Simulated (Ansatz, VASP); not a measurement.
## One calculation of GdO, two programs

```
CELL_PARAMETERS angstrom
0.00000 2.64488 2.64488
2.64488 0.00000 2.64488
2.64488 2.64488 0.00000
ATOMIC_POSITIONS crystal
Gd 0.00000 0.00000 0.00000
O 0.75000 0.75000 0.75000
```

Change from the starting cell: volume scaled by 0.94.

Alike in both runs: task single point; functional PBEsol; k mesh 9 × 9 × 9; occupations fermi-dirac, width 0.05 eV; collinear spin.

|  | VASP | Ansatz |
| --- | --- | --- |
| version | VASP 6.6.1 | Ansatz 0.2.0 |
| potentials or method | VASP PAW PBE potentials, release 64 (Gd, O), cutoff 520 eV | all-electron LAPW, scalar-relativistic |

Ansatz gave:

| Quantity | Value |
| --- | --- |
| gap on the k mesh at the Fermi level (eV) | none |
| pressure (GPa) | 1.4 |
| net moment per atom (μB) | 3.75 |
| size of the moment on the site where the two differ most (μB) | 7.00 |

**Question.** What did VASP give for the same quantities?

**Answer.** gap on the k mesh at the Fermi level (eV): none; pressure (GPa): 1.6; net moment per atom (μB): 3.76; size of the moment on the site where the two differ most (μB): 6.87.

VASP's potentials were made for PBE, not for PBEsol. Site moments also hang on the region over which each program counts them. A gap of «none» marks a metal or a gap that the smearing closes. Ansatz ran all-electron here, and VASP with PAW potentials.

Neither program's run includes spin-orbit coupling. Noted on Ansatz's run: the open f shell may have settled in a state that isn't the lowest.
